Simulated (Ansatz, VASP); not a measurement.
## One calculation of CdHg2Se3, two programs

```
Cd Hg Se
1.0
     4.41310    0.00000    0.00000
    -2.20655    3.82186    0.00000
     0.00000    0.00000   21.62378
Cd Hg Se
2 4 6
Direct
  0.66667 0.33333 0.66610
  0.33333 0.66667 0.16610
  0.66667 0.33333 0.00057
  0.66667 0.33333 0.33279
  0.33333 0.66667 0.50057
  0.33333 0.66667 0.83279
  0.66667 0.33333 0.12626
  0.66667 0.33333 0.45838
  0.66667 0.33333 0.79089
  0.33333 0.66667 0.29089
  0.33333 0.66667 0.62626
  0.33333 0.66667 0.95838
```

Alike in both runs: task single point; functional PBE; k mesh 6 × 6 × 1; occupations gaussian, width 0.2 eV; no spin polarisation.

```csv
,VASP,Ansatz
version,VASP 6.6.1,Ansatz 0.2.0
potentials or method,"VASP PAW PBE potentials, release 64 (Cd, Hg, Se), cutoff 520 eV","scalar-relativistic, plane waves, PAW"
valence electrons in the cell,108,216
```

VASP gave:

* gap on the k mesh at the Fermi level (eV): none
* pressure (GPa): 0.2

What did Ansatz give for the same quantities?

gap on the k mesh at the Fermi level (eV): none; pressure (GPa): 0.0.

A gap of «none» marks a metal or a gap that the smearing closes. VASP's potentials hold 108 valence electrons a cell and Ansatz's 216, so a difference there can come from the potentials and not from the codes.

Neither program's run includes spin-orbit coupling.
